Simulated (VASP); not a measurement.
A run of VASP 6.6.1:

Contents of INCAR:

```
PREC = Accurate
ENCUT = 520
EDIFF = 1E-7
ISMEAR = 0
SIGMA = 0.1
LREAL = False
LASPH = True
NELM = 60
ALGO = Normal
ISIF = 2
LWAVE = False
LCHARG = False
LDIPOL = True
IDIPOL = 3
DIPOL = 0.5 0.5 0.500
GGA = PS
NBANDS = 34
```

Contents of KPOINTS:

```
Automatic mesh
0
Gamma
  10 10 1
```

The input POSCAR:

```
Ti4B
1.0
    2.8679135953      0.0000000000      0.0000000000
    0.0000000000      2.8679135953      0.0000000000
    0.0000000000      0.0000000000     25.0837634532
Ti B
4 1
Direct
    0.5000000000      0.5000000000      0.3388646212
    0.0000000000      0.0000000000      0.4197105897
    0.5000000000      0.5000000000      0.5009793485
    0.0000000000      0.0000000000      0.5877159745
    0.0000000000      0.5000000000      0.6510020343
```

Potentials or basis: VASP PAW PBE potentials, release 64 (Ti_sv, B).

Command:

```console
$ cat potpaw_PBE.64/Ti_sv/POTCAR potpaw_PBE.64/B/POTCAR > POTCAR
$ mpirun -np 1 vasp_std > vasp.out
```

Hardware: 1 thread of Intel Xeon 8259CL (shared host).

Q: Estimate the wall time of this run.

A: Wall time 20 min on 1 thread of Intel Xeon 8259CL, on a shared host, peak memory 0.45 GiB. Counts: scf iterations 34, k points 36.
